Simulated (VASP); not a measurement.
# Al3Cu (Pmmm) in VASP: further runs

Al3Cu is run at these levels: LDA; tasks: single point.

All numbers are computed with VASP 6.6.1; they aren't measurements. Logs are shortened: lines on timing, memory, paths and dates and some standing lists are left out, and cuts for length are marked.

## Step 1: The cell of the first run

It takes space group Pmmm (No. 47, orthorhombic). The conventional cell has a = 3.482 Å, b = 4.035 Å, c = 4.047 Å, α = 90.00°, β = 90.00°, γ = 90.00°. Al (site symmetry mmm) has 10 Al at 2.66 to 3.48 Å and 4 Cu at 2.86 Å within 3.5 Å. Al (site symmetry mmm) has 4 Cu at 2.66 Å and 10 Al at 2.67 to 3.48 Å within 3.5 Å. Al (site symmetry mmm) has 10 Al at 2.66 to 3.48 Å and 4 Cu at 2.67 Å within 3.5 Å. Cu (site symmetry mmm) has 12 Al at 2.66 to 2.86 Å and 2 Cu at 3.48 Å within 3.5 Å.

## Step 2: Single point, LDA

Contents of INCAR:

```
SYSTEM = Al3Cu
PREC = Accurate ; ENCUT = 520
EDIFF = 1E-7 ; ISMEAR = 0
SIGMA = 0.15 ; LREAL = .False.
LASPH = .True. ; NELM = 80
ALGO = Fast ; ISIF = 2
LWAVE = .False. ; LCHARG = .False.
GGA = CA ; NBANDS = 18
```

Contents of KPOINTS:

```
regular mesh
0
Gamma
  10 10 10
  0 0 0
```

Contents of POSCAR:

```
Al3Cu
1.0
    3.4823056951      0.0000000000      0.0000000000
    0.0000000000      4.0474310782      0.0000000000
    0.0000000000      0.0000000000      4.0349027188
Al Cu
3 1
Direct
    0.0000000000      0.5000000000      0.5000000000
    0.5000000000      0.0000000000      0.5000000000
    0.5000000000      0.5000000000      0.0000000000
    0.0000000000      0.0000000000      0.0000000000
```

Potentials or basis: VASP PAW LDA potentials, release 64 (Al, Cu).

Run with:

```bash
$ cat potpaw_LDA.64/Al/POTCAR potpaw_LDA.64/Cu/POTCAR > POTCAR
$ mpirun -np 1 vasp_std > vasp.out
```

OUTCAR:

```text
SYSTEM = Al3Cu
   PREC = Accurate
   ENCUT = 520
   EDIFF = 1E-7
   ISMEAR = 0
   LREAL = .False.
   LASPH = .True.
   NELM = 80
   ISIF = 2
   GGA = CA

 ion  position               nearest neighbor table
   1  0.000  0.500  0.500-   3 2.66   3 2.66   3 2.66   3 2.66   2 2.67   2 2.67   2 2.67   2 2.67
                             4 2.86   4 2.86   4 2.86   4 2.86
   2  0.500  0.000  0.500-   4 2.66   4 2.66   4 2.66   4 2.66   1 2.67   1 2.67   1 2.67   1 2.67
                             3 2.86   3 2.86   3 2.86   3 2.86
   3  0.500  0.500  0.000-   1 2.66   1 2.66   1 2.66   1 2.66   4 2.67   4 2.67   4 2.67   4 2.67
                             2 2.86   2 2.86   2 2.86   2 2.86
   4  0.000  0.000  0.000-   2 2.66   2 2.66   2 2.66   2 2.66   3 2.67   3 2.67   3 2.67   3 2.67
                             1 2.86   1 2.86   1 2.86   1 2.86

  LATTYP: Found a simple orthorhombic cell.
 ALAT       =     3.4823056951
 B/A-ratio  =     1.1586871091
 C/A-ratio  =     1.1622848287

  Lattice vectors:

 A1 = (  -3.4823056951,   0.0000000000,   0.0000000000)
 A2 = (   0.0000000000,   0.0000000000,   4.0349027188)
 A3 = (   0.0000000000,   4.0474310782,   0.0000000000)

Analysis of symmetry for initial positions (statically):
=====================================================================
 Subroutine PRICEL returns:
 Original cell was already a primitive cell.

 Routine SETGRP: Setting up the symmetry group for a
 simple orthorhombic supercell.

 Subroutine GETGRP returns: Found  8 space group operations
 (whereof  8 operations were pure point group operations)
 out of a pool of  8 trial point group operations.

The static configuration has the point symmetry D_2h.

Analysis of symmetry for dynamics (positions and initial velocities):
=====================================================================
 Subroutine PRICEL returns:
 Original cell was already a primitive cell.

 Routine SETGRP: Setting up the symmetry group for a
 simple orthorhombic supercell.

 Subroutine GETGRP returns: Found  8 space group operations
 (whereof  8 operations were pure point group operations)
 out of a pool of  8 trial point group operations.

The dynamic configuration has the point symmetry D_2h.

 Subroutine INISYM returns: Found  8 space group operations
 (whereof  8 operations are pure point group operations),
 and found     1 'primitive' translations

----------------------------------------------------------------------------------------

                                     Primitive cell

  volume of cell :      56.8695

  direct lattice vectors                    reciprocal lattice vectors
     3.482305695  0.000000000  0.000000000     0.287166058  0.000000000  0.000000000
     0.000000000  4.047431078  0.000000000     0.000000000  0.247070297  0.000000000
     0.000000000  0.000000000  4.034902719     0.000000000  0.000000000  0.247837450

  length of vectors
     3.482305695  4.047431078  4.034902719     0.287166058  0.247070297  0.247837450

  position of ions in fractional coordinates (direct lattice)
     0.000000000  0.500000000  0.500000000
     0.500000000  0.000000000  0.500000000
     0.500000000  0.500000000  0.000000000
     0.000000000  0.000000000  0.000000000

  ion indices of the primitive-cell ions
   primitive index   ion index
                 1           1
                 2           2
                 3           3
                 4           4

----------------------------------------------------------------------------------------

 KPOINTS: regular mesh

Automatic generation of k-mesh.
 Grid dimensions read from file:
 generate k-points for:   10   10   10

 Generating k-lattice:

  Cartesian coordinates                     Fractional coordinates (reciprocal lattice)
     0.028716606  0.000000000  0.000000000     0.100000000  0.000000000  0.000000000
     0.000000000  0.024707030  0.000000000     0.000000000  0.100000000  0.000000000
     0.000000000  0.000000000  0.024783745     0.000000000  0.000000000  0.100000000

  Length of vectors
     0.028716606  0.024707030  0.024783745

  Shift w.r.t. Gamma in fractional coordinates (k-lattice)
     0.000000000  0.000000000  0.000000000

 Subroutine IBZKPT returns following result:
 ===========================================

 Found    216 irreducible k-points:

 Following reciprocal coordinates:
            Coordinates               Weight
  0.000000  0.000000  0.000000      1.000000
  0.100000  0.000000  0.000000      2.000000
  0.200000  0.000000  0.000000      2.000000
  0.300000  0.000000  0.000000      2.000000
  0.400000  0.000000  0.000000      2.000000
  0.500000  0.000000  0.000000      1.000000
[... 16 lines left out ...]
  0.400000  0.300000  0.000000      4.000000
  0.500000  0.300000  0.000000      2.000000
 [... further k-points ...]
   k-points           NKPTS =    216   k-points in BZ     NKDIM =    216   number of bands    NBANDS=     18
   number of dos      NEDOS =    301   number of ions     NIONS =      4
   total plane-waves  NPLWV =  25200
   dimension x,y,z NGX =    28 NGY =   30 NGZ =   30
   dimension x,y,z NGXF=    56 NGYF=   60 NGZF=   60
   ions per type =               3   1
   NGX,Y,Z   is equivalent  to a cutoff of  13.37, 12.32, 12.36 a.u.
   NGXF,Y,Z  is equivalent  to a cutoff of  26.73, 24.64, 24.72 a.u.
 SYSTEM =  Al3Cu
   PREC   = accura    normal or accurate (medium, high low for compatibility)
   ISTART =      0    job   : 0-new  1-cont  2-samecut
   ICHARG =      2    charge: 1-file 2-atom 10-const
   ISPIN  =      1    spin polarized calculation?
   LNONCOLLINEAR =      F non collinear calculations
   LSORBIT =      F    spin-orbit coupling
   LASPH  =      T    aspherical Exc in radial PAW
   ENCUT  =  520.0 eV  38.22 Ry    6.18 a.u.   6.47  7.53  7.50*2*pi/ulx,y,z
   NELM   =     80;   NELMIN=  2; NELMDL= -5     # of ELM steps
   EDIFF  = 0.1E-06   stopping-criterion for ELM
   LREAL  =      F    real-space projection
   EDIFFG = 0.1E-05   stopping-criterion for IOM
   NSW    =      0    number of steps for IOM
   IBRION =     -1    ionic relax: 0-MD 1-quasi-New 2-CG
   NFREE  =      0    steps in history (QN), initial steepest desc. (CG)
   ISIF   =      2    stress and relaxation
   ISYM   =      2    0-nonsym 1-usesym 2-fastsym
   POTIM  = 0.5000    time-step for ionic-motion
   TEBEG  =    0.0;   TEEND  =   0.0 temperature during run
   PSTRESS=    0.0 pullay stress
   NELECT =      20.0000    total number of electrons
   NUPDOWN=      -1.0000    fix difference up-down
   EMIN   =  10.00;   EMAX   =-10.00  energy-range for DOS
   EFERMI =   0.00;   METHOD = LEGACY
   ISMEAR =     0;   SIGMA  =   0.15  broadening in eV -4-tet -1-fermi 0-gaus
   EFERMI_NEDOS =   21; number of points for ismear=-14 and -15
   IALGO  =     68    algorithm
   IMIX   =      4    mixing-type and parameters
     AMIX     =   0.40;   BMIX     =  1.00
     AMIX_MAG =   1.60;   BMIX_MAG =  1.00
  volume/ion in A,a.u.               =      14.22        95.94
  Fermi-wavevector in a.u.,A,eV,Ry     =   1.155558  2.183688 18.168049  1.335314
  Thomas-Fermi vector in A             =   2.292185
   LORBIT       =      0    0 simple, 1 ext, 2 COOP (PROOUT), +10 PAW based schemes
   GGA     = CA    functional components
   LHFCALC =     F    Hartree Fock is set to
   AEXX    =    0.0000 exact exchange contribution
   IVDW    =     0    specifies the selected vdW correction
   LEPSILON=     F    determine dielectric tensor
   LRPA    =     F    only Hartree local field effects (RPA)
 non-spin polarized calculation
 RMM-DIIS sequential band-by-band and
 Gauss-broadening in eV      SIGMA  =   0.15
  energy-cutoff  :      520.00
  volume of cell :       56.87
 maximum number of plane-waves:      1553
 NGX is ok and might be reduce to    28

 number of electron      19.9999998 magnetization

 Free energy of the ion-electron system (eV)
  ---------------------------------------------------
  ext. energy  EPLUGINS =         0.00000000
  ---------------------------------------------------
  free energy    TOTEN  =       -17.16928985 eV

  energy without entropy =      -17.15199113  energy(sigma->0) =      -17.16064049

 E-fermi :   8.6730     XC(G=0): -11.1970

 val. band max:        8.6722887789   @ k =   0.5000   0.0000   0.1000
 cond. band min:       8.6740271963   @ k =   0.5000   0.1000   0.3000
 fundamental gap:      0.0017384175
 Fermi energy:         8.6729696395

 k-point     1 :       0.0000    0.0000    0.0000
  band No.  band energies     occupation
      1      -2.8267      2.00000
      2       3.8839      2.00000
      3       4.2490      2.00000
      4       4.8710      2.00000
      5       4.9131      2.00000
      6       4.9156      2.00000
[... 10 lines left out ...]
     17      16.6260      0.00000
     18      16.6515      0.00000

 k-point     2 :       0.1000    0.0000    0.0000
  band No.  band energies     occupation
      1      -2.7040      2.00000
      2       3.9246      2.00000
      3       4.2327      2.00000
      4       4.7737      2.00000
      5       4.7774      2.00000
      6       4.8785      2.00000
[... 10 lines left out ...]
     17      15.0364      0.00000
     18      15.3716      0.00000

 k-point     3 :       0.2000    0.0000    0.0000
  band No.  band energies     occupation
      1      -2.3373      2.00000
      2       3.9336      2.00000
      3       4.0331      2.00000
      4       4.5779      2.00000
      5       4.5835      2.00000
      6       4.8979      2.00000
[... 10 lines left out ...]
     17      14.4890      0.00000
     18      15.0667      0.00000

 k-point     4 :       0.3000    0.0000    0.0000
  band No.  band energies     occupation
      1      -1.7309      2.00000
      2       2.8181      2.00000
      3       4.1707      2.00000
      4       4.4298      2.00000
      5       4.4348      2.00000
      6       4.9221      2.00000
[... 375 lines left out ...]
      4       4.4424      2.00000
      5       4.5194      2.00000
      6       4.7208      2.00000
[... 10 lines left out ...]
     17      15.9150      0.00000
     18      16.8175      0.00000

 k-point    23 :       0.4000    0.3000    0.0000
  band No.  band energies     occupation
      1      -0.1309      2.00000
      2       2.1374      2.00000
      3       3.0960      2.00000
      4       4.2626      2.00000
      5       4.4465      2.00000
      6       4.7621      2.00000
[... 10 lines left out ...]
     17      14.4637      0.00000
     18      15.4574      0.00000

 k-point    24 :       0.5000    0.3000    0.0000
  band No.  band energies     occupation
      1       0.7039      2.00000
      2       1.1439      2.00000
      3       3.5538      2.00000
      4       4.0020      2.00000
      5       4.4170      2.00000
      6       4.7822      2.00000
[... 10 lines left out ...]
     17      14.5503      0.00000
     18      14.9651      0.00000

 [... further k-points ...]
[... 5 lines left out ...]
  --------------------------------------------------------------------------------------
  -------------------------------------------------------------------------------------
  Total        2.8864844     -0.6290901     -0.4932848      0.0000000      0.0000000      0.0000000
  in kB       81.3205618    -17.7232758    -13.8972506      0.0000000      0.0000000      0.0000000
  external PRESSURE =      16.5666785 kB  Pullay stress =       0.0000000 kB

 VOLUME and BASIS-vectors are now :
 -----------------------------------------------------------------------------
  energy-cutoff  :      520.00
  volume of cell :       56.87
      direct lattice vectors                 reciprocal lattice vectors
     3.482305695  0.000000000  0.000000000     0.287166058  0.000000000  0.000000000
     0.000000000  4.047431078  0.000000000     0.000000000  0.247070297  0.000000000
     0.000000000  0.000000000  4.034902719     0.000000000  0.000000000  0.247837450

 POSITION                                       TOTAL-FORCE (eV/Angst)
 -----------------------------------------------------------------------------------
      0.00000      2.02372      2.01745         0.000000      0.000000      0.000000
      1.74115      0.00000      2.01745         0.000000      0.000000      0.000000
      1.74115      2.02372      0.00000         0.000000      0.000000      0.000000
      0.00000      0.00000      0.00000         0.000000      0.000000      0.000000
 -----------------------------------------------------------------------------------
    total drift:                               -0.000000     -0.000000     -0.000000

  FREE ENERGIE OF THE ION-ELECTRON SYSTEM (eV)
  ---------------------------------------------------
  free  energy   TOTEN  =       -17.1692898545 eV

  energy  without entropy=      -17.1519911277  energy(sigma->0) =      -17.16064049
```

Run time: 2.3 min. Hardware: 1 thread of Intel Xeon 6975P-C, shared host; peak memory 0.3 GiB.

Results:

```yaml
Free_energy: -17.1693 eV
Pressure: 1.7 GPa
Band_gap_on_the_k_mesh: zero (band 10 reaches 11.42 eV, above the bottom of band 11 at 6.56 eV)
```

Stress tensor (GPa, compression positive):
```
 8.13  0.00  0.00
 0.00 -1.77  0.00
 0.00  0.00 -1.39
```

Levels at points of the mesh, in eV from the Fermi level:
```
           k point  band 8  band 9  band 10  band 11  band 12  band 13
(0.00, 0.00, 0.00)   -3.21   -1.21    -0.57    -0.35     2.30     5.25
(0.50, 0.00, 0.00)   -0.13   -0.09     0.29     0.32     0.34     1.63
(0.00, 0.50, 0.00)   -0.64   -0.51    -0.06     1.68     1.70     1.91
(0.50, 0.50, 0.00)   -3.25   -3.24     0.95     2.36     2.86     3.06
(0.00, 0.00, 0.50)   -0.67   -0.52    -0.10     1.62     1.71     1.92
(0.50, 0.00, 0.50)   -3.26   -3.24     0.92     2.35     2.82     3.01
(0.00, 0.50, 0.50)   -3.62   -3.21     2.74     4.23     4.25     4.92
(0.50, 0.50, 0.50)   -3.65   -3.54    -2.35    -2.12    -1.81    -1.81
```

Caveat: the cell differs from its parent crystal (strain +e along x and -e along y -0.0733, strain +e along z and -e/2 along x and y +0.0467).

## Step 3: Single point, LDA

This run uses another cell than the first one, of the same volume but with other edges.

Contents of INCAR:

```
SYSTEM = Al3Cu
PREC = Accurate
ENCUT = 520
EDIFF = 1E-6
ISMEAR = 0
SIGMA = 0.15
LREAL = .False.
LASPH = .True.
NELM = 100
ALGO = Fast
ISIF = 2
LWAVE = .False.
LCHARG = .True.
LELF = .True.
LVHAR = .True.
NBANDS = 18
```

KPOINTS is that of step 2.

Contents of POSCAR:

```
Al3Cu
1.0
    3.6623285832      0.0000000000      0.0000000000
    0.0000000000      4.2274539663      0.0000000000
    0.0000000000      0.0000000000      3.6748569426
Al Cu
3 1
Direct
    0.0000000000      0.5000000000      0.5000000000
    0.5000000000      0.0000000000      0.5000000000
    0.5000000000      0.5000000000      0.0000000000
    0.0000000000      0.0000000000      0.0000000000
```

Potentials or basis: VASP PAW LDA potentials, release 64 (Al, Cu).

Run with:

```bash
$ cat potpaw_LDA.64/Al/POTCAR potpaw_LDA.64/Cu/POTCAR > POTCAR
$ mpirun -np 1 vasp_std > vasp.out
```

Wall time 1.9 min (1 thread of Intel Xeon 6975P-C, shared host); peak memory 0.3 GiB.

It converged, with:

```
Free energy            : -17.1482 eV
Pressure               : 2.5 GPa
Band gap on the k mesh : zero (band 10 reaches 10.66 eV, above the bottom of band 11 at 6.61 eV)
```

Stress tensor (GPa, compression positive):
```
 7.09  0.00  0.00
 0.00 -6.61  0.00
 0.00  0.00  6.98
```

Levels at points of the mesh, in eV from the Fermi level:
```tsv
k point	band 6	band 7	band 8	band 9	band 10	band 11	band 12	band 13	band 14	band 15
(0.00, 0.00, 0.00)	-3.72	-3.72	-1.62	-1.55	-1.48	0.79	1.67	5.95	6.01	6.52
(0.50, 0.00, 0.00)	-3.67	-3.44	-0.80	-0.35	-0.34	1.12	1.22	1.34	2.94	4.32
(0.00, 0.50, 0.00)	-3.78	-3.69	0.55	0.60	0.79	0.85	1.19	2.92	3.30	4.27
(0.50, 0.50, 0.00)	-3.82	-3.64	-3.39	-3.18	2.01	3.25	4.02	4.09	4.57	4.86
(0.00, 0.00, 0.50)	-3.67	-3.45	-0.81	-0.37	-0.36	1.11	1.27	1.38	2.99	4.39
(0.50, 0.00, 0.50)	-4.07	-3.47	-3.30	-3.27	0.64	2.45	2.48	2.49	2.50	2.51
(0.00, 0.50, 0.50)	-3.81	-3.64	-3.40	-3.18	2.06	3.30	4.05	4.14	4.63	4.91
(0.50, 0.50, 0.50)	-3.90	-3.89	-3.60	-3.46	-2.37	-1.99	-1.98	-1.63	10.36	10.97
```

Caveat: the cell differs from its parent crystal (strain +e along x and -e along y -0.0733, strain +e along z and -e/2 along x and y -0.0467).
